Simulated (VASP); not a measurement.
# CoO (Fm-3m) in VASP: a series of runs, part 2 of 2

VASP 6.6.1. The steps go on from the part before.

## Step 4: Relaxation of cell and atoms, LDA, collinear spin, ferromagnetic start

This run uses another cell than the first one, of 9.68 Å³/atom, 1.005 times its volume.

File INCAR:

```
PREC     = Accurate       # precision mode
ENCUT    = 600            # plane-wave cutoff, eV
EDIFF    = 1E-6           # SCF threshold, eV
ISMEAR   = -1             # smearing method
SIGMA    = 0.05           # smearing width, eV
LREAL    = F              # projectors in reciprocal space
LASPH    = T              # aspherical terms in the spheres
NELM     = 150            # most SCF steps
ALGO     = Normal         # electronic algorithm
ISIF     = 3              # what is computed and relaxed
LWAVE    = F              # write WAVECAR
LCHARG   = F              # write CHGCAR
ISPIN    = 2              # spin polarisation
MAGMOM   = 2 0            # initial moments
LORBIT   = 11             # projections on sites
LMAXMIX  = 4              # l up to which the mixer works
GGA      = CA             # functional
IBRION   = 2              # ionic algorithm
NSW      = 80             # ionic steps
EDIFFG   = -0.005         # ionic threshold
```

File KPOINTS:

```
regular mesh
0
Gamma
  11 11 11
```

File POSCAR:

```
CoO
1.0
    0.0000000000      2.1315000000      2.1315000000
    2.1315000000      0.0000000000      2.1315000000
    2.1315000000      2.1315000000      0.0000000000
Co O
1 1
Direct
    0.0000000000      0.0000000000      0.0000000000
    0.5000000000      0.5000000000      0.5000000000
```

Potentials or basis: VASP PAW LDA potentials, release 64 (Co, O).

The run is started by

```
cat potpaw_LDA.64/Co/POTCAR potpaw_LDA.64/O/POTCAR > POTCAR
mpirun -np 1 vasp_std > vasp.out
```

Run time: 4.6 min. Hardware: 1 thread of AMD EPYC 7R13, shared host; peak memory 0.14 GiB.

The run converged. Its results:

```yaml
Free_energy: -14.8590 eV
Relaxed_volume: 8.35 Å³/atom
Relaxed_cell: a = 2.870 Å, b = 2.870 Å, c = 2.870 Å, α = 60.00°, β = 60.00°, γ = 60.00°
Space_group_after_relaxing_to_0.05_Å: Fm-3m (No. 225)
Energy_gained_by_relaxing: 101.0 meV/atom
Ionic_steps: 13
Pressure_after_relaxing: -0.1 GPa
Net_moment: 1.90 μB per cell
Site_moments: Co +1.71; O +0.15 μB
Valence_electrons_inside_the_program's_atomic_spheres: Co 8.16; O 4.98
```

Step by step:
```tsv
step	energy change (eV)	largest force (eV/Å)	pressure (GPa)	volume (Å³)
1	0.0000	0.0000	-20.82	19.37
2	-0.1879	0.0000	8.06	16.05
3	-0.2019	0.0000	0.28	16.66
4	-0.2019	0.0000	-0.14	16.71
5	-0.2019	0.0000	-0.26	16.71
6	-0.2019	0.0000	-0.13	16.71
7	-0.2019	0.0000	-0.11	16.71
8	-0.2019	0.0000	-0.10	16.71
9	-0.2019	0.0000	-0.10	16.71
10	-0.2019	0.0000	-0.10	16.71
11	-0.2019	0.0000	-0.10	16.71
12	-0.2019	0.0000	-0.10	16.71
13	-0.2019	0.0000	-0.09	16.71
```

Final structure:
```xyz
2
Lattice="0.0000 2.0291 2.0291 2.0291 0.0000 2.0291 2.0291 2.0291 0.0000" Properties=species:S:1:pos:R:3 pbc="T T T"
Co    0.0000    2.0291    2.0291
O     2.0291    2.0291    2.0291
```

Levels at points of the mesh, in eV from the Fermi level:
Spin up:
```tsv
k point	band 6	band 7	band 8	band 9	band 10	band 11	band 12
(0.00, 0.00, 0.00)	-2.80	-2.80	-2.66	-2.66	1.90	17.11	19.30
```
Spin down:
| k point | band 4 | band 5 | band 6 | band 7 | band 8 | band 9 |
| --- | --- | --- | --- | --- | --- | --- |
| (0.00, 0.00, 0.00) | -3.69 | -1.51 | -1.51 | -1.51 | -0.86 | -0.86 |

Caveat: the volume moved by -14 % from the deposited cell, more than functionals usually miss; a cell with one magnetic atom can't hold antiferromagnetic order, which such compounds often take; semilocal functionals often make such compounds metallic where correlation or magnetic order opens a gap, which also shifts bond lengths. With open d or f shells a metallic result of LDA can be an artefact of self-interaction; +U or a hybrid may open a gap.

## Step 5: Single point, PBEsol, collinear spin, ferromagnetic start

This run uses another cell than the first one, of 7.80 Å³/atom, 0.809 times its volume.

File INCAR:

```
PREC = Accurate
ENCUT = 520
EDIFF = 1E-6
ISMEAR = -1
SIGMA = 0.05
LREAL = False
LASPH = True
NELM = 150
ALGO = Normal
ISIF = 2
LWAVE = False
LCHARG = False
ISPIN = 2
MAGMOM = 2 0
LORBIT = 11
LMAXMIX = 4
GGA = PS
NBANDS = 18
```

KPOINTS is that of step 4.

File POSCAR:

```
CoO
1.0
    0.0000000000      1.9832493656      1.9832493656
    1.9832493656      0.0000000000      1.9832493656
    1.9832493656      1.9832493656      0.0000000000
Co O
1 1
Direct
    0.0000000000      0.0000000000      0.0000000000
    0.5000000000      0.5000000000      0.5000000000
```

Potentials or basis: VASP PAW PBE potentials, release 64 (Co, O).

The run is started by

```
cat potpaw_PBE.64/Co/POTCAR potpaw_PBE.64/O/POTCAR > POTCAR
mpirun -np 1 vasp_std > vasp.out
```

OUTCAR:

```text
PREC = Accurate
   ENCUT = 520
   EDIFF = 1E-6
   ISMEAR = -1
   LREAL = False
   LASPH = True
   NELM = 150
   ISIF = 2
   ISPIN = 2
   LORBIT = 11
   GGA = PS

 ion  position               nearest neighbor table
   1  0.000  0.000  0.000-   2 1.98   2 1.98   2 1.98   2 1.98   2 1.98   2 1.98
   2  0.500  0.500  0.500-   1 1.98   1 1.98   1 1.98   1 1.98   1 1.98   1 1.98

  LATTYP: Found a face centered cubic cell.
 ALAT       =     3.9664987312

  Lattice vectors:

 A1 = (   0.0000000000,   1.9832493656,   1.9832493656)
 A2 = (   1.9832493656,   0.0000000000,   1.9832493656)
[... 1222 lines left out ...]

 VOLUME and BASIS-vectors are now :
 -----------------------------------------------------------------------------
  energy-cutoff  :      520.00
  volume of cell :       15.60
      direct lattice vectors                 reciprocal lattice vectors
     0.000000000  1.983249366  1.983249366    -0.252111514  0.252111514  0.252111514
     1.983249366  0.000000000  1.983249366     0.252111514 -0.252111514  0.252111514
     1.983249366  1.983249366  0.000000000     0.252111514  0.252111514 -0.252111514

 POSITION                                       TOTAL-FORCE (eV/Angst)
 -----------------------------------------------------------------------------------
      0.00000      0.00000      0.00000         0.000000      0.000000      0.000000
      1.98325      1.98325      1.98325         0.000000      0.000000      0.000000
 -----------------------------------------------------------------------------------
    total drift:                                0.000000     -0.000000     -0.000000

  FREE ENERGIE OF THE ION-ELECTRON SYSTEM (eV)
  ---------------------------------------------------
  free  energy   TOTEN  =       -13.7953637154 eV

  energy  without entropy=      -13.7637233455  energy(sigma->0) =      -13.77954353

 total charge

# of ion       s       p       d       tot
------------------------------------------
    1        0.363   0.518   7.433   8.314
    2        1.556   3.478   0.000   5.034
--------------------------------------------------
tot          1.919   3.996   7.433  13.348

 magnetization (x)

# of ion       s       p       d       tot
------------------------------------------
    1        0.019   0.015   1.532   1.566
    2        0.028   0.085   0.000   0.114
--------------------------------------------------
tot          0.048   0.100   1.532   1.680
```

Run time: 67 s. Hardware: 1 thread of Intel Xeon 8259CL, shared host; peak memory 0.17 GiB.

What came out:

```
Free energy                                           : -13.7954 eV
Pressure                                              : 29.7 GPa
Net moment                                            : 1.70 μB per cell
Site moments                                          : Co +1.57; O +0.11 μB
Valence electrons inside the program's atomic spheres : Co 8.31; O 5.03
```

Levels at points of the mesh, in eV from the Fermi level:
Spin up:
```
           k point  band 6  band 7  band 8  band 9  band 10  band 11  band 12  band 13
(0.00, 0.00, 0.00)   -2.91   -2.91   -2.80   -2.80     2.31    17.27    19.94    19.94
```
Spin down:
```tsv
k point	band 5	band 6	band 7	band 8	band 9	band 10
(0.00, 0.00, 0.00)	-1.75	-1.75	-1.75	-0.79	-0.79	2.61
```

Caveat: the PAW data sets were made with another functional, which shifts forces and pressure a little; a cell with one magnetic atom can't hold antiferromagnetic order, which such compounds often take; semilocal functionals often make such compounds metallic where correlation or magnetic order opens a gap, which also shifts bond lengths.

## Step 6: Single point, PBEsol, collinear spin, ferromagnetic start

This run uses another cell than the first one, of 8.18 Å³/atom, 0.849 times its volume.

File INCAR:

```
  PREC = Accurate
  ENCUT = 520
  EDIFF = 1E-7
  ISMEAR = -1
  SIGMA = 0.05
  LREAL = False
  LASPH = True
  NELM = 150
  ALGO = Normal
  ISIF = 2
  LWAVE = False
  LCHARG = True
  ISPIN = 2
  MAGMOM = 2 0
  LORBIT = 11
  LMAXMIX = 4
  GGA = PS
  LELF = True
  LVHAR = True
  NBANDS = 18
```

File KPOINTS:

```
Automatic mesh
0
Gamma
  11 11 11
```

File POSCAR:

```
CoO
1.0
    0.0000000000      2.0151548806      2.0151548806
    2.0151548806      0.0000000000      2.0151548806
    2.0151548806      2.0151548806      0.0000000000
Co O
1 1
Direct
    0.0000000000      0.0000000000      0.0000000000
    0.5000000000      0.5000000000      0.5000000000
```

Potentials or basis: VASP PAW PBE potentials, release 64 (Co, O).

The run is started by

```
cat potpaw_PBE.64/Co/POTCAR potpaw_PBE.64/O/POTCAR > POTCAR
mpirun -np 1 vasp_std > vasp.out
```

Run time: 64 s. Hardware: 1 thread of Intel Xeon 8259CL, shared host; peak memory 0.16 GiB.

The run converged. Its results:

```
Free energy                                           : -13.9147 eV
Pressure                                              : 19.4 GPa
Net moment                                            : 2.17 μB per cell
Site moments                                          : Co +1.97; O +0.17 μB
Valence electrons inside the program's atomic spheres : Co 8.18; O 5.02
```

Levels at points of the mesh, in eV from the Fermi level:
Spin up:
```tsv
k point	band 6	band 7	band 8	band 9	band 10	band 11	band 12	band 13
(0.00, 0.00, 0.00)	-3.06	-3.06	-3.04	-3.04	1.89	17.08	19.39	19.39
```
Spin down:
```
           k point  band 4  band 5  band 6  band 7  band 8  band 9
(0.00, 0.00, 0.00)   -3.69   -1.57   -1.57   -1.57   -0.56   -0.56
```

Caveat: the PAW data sets were made with another functional, which shifts forces and pressure a little; a cell with one magnetic atom can't hold antiferromagnetic order, which such compounds often take; semilocal functionals often make such compounds metallic where correlation or magnetic order opens a gap, which also shifts bond lengths.

## Step 7: The runs side by side

```tsv
task	level	potentials or basis	cell	cutoff (eV)	gap on the mesh (eV)	pressure (GPa)	moment (μB)	relaxed volume (Å³/atom)
single point	revPBE+D3(BJ)	VASP PAW PBE potentials, release 64 (Co, O)	a = 3.010 Å, angles 60.0°, 2 atoms	520	none	-0.4	2.91	-
relaxation of cell and atoms	revPBE+D3(BJ)	VASP PAW PBE potentials, release 64 (Co, O)	relaxed from a = 3.014 Å, angles 60.0°, 2 atoms	600	none	0.0	2.84	9.35
relaxation of cell and atoms	LDA	VASP PAW LDA potentials, release 64 (Co, O)	relaxed from a = 3.014 Å, angles 60.0°, 2 atoms	600	none	-0.1	1.90	8.35
single point	PBEsol	VASP PAW PBE potentials, release 64 (Co, O)	a = 2.805 Å, angles 60.0°, 2 atoms	520	none	29.7	1.70	-
single point	PBEsol	VASP PAW PBE potentials, release 64 (Co, O)	a = 2.850 Å, angles 60.0°, 2 atoms	520	none	19.4	2.17	-
```

Alike in all rows: spin collinear, ferromagnetic start; k mesh 11 × 11 × 11; smearing fermi-dirac 0.05 eV.

Caveats: a cell with one magnetic atom can't hold antiferromagnetic order, which such compounds often take; semilocal functionals often make such compounds metallic where correlation or magnetic order opens a gap, which also shifts bond lengths; the PAW data sets were made with another functional, which shifts forces and pressure a little (some runs); pairwise dispersion overbinds metals, which lowers pressure and volume (some runs); the volume moved by -14 % from the deposited cell, more than functionals usually miss (some runs).

Absolute energies hang on the potentials; compare differences alone.
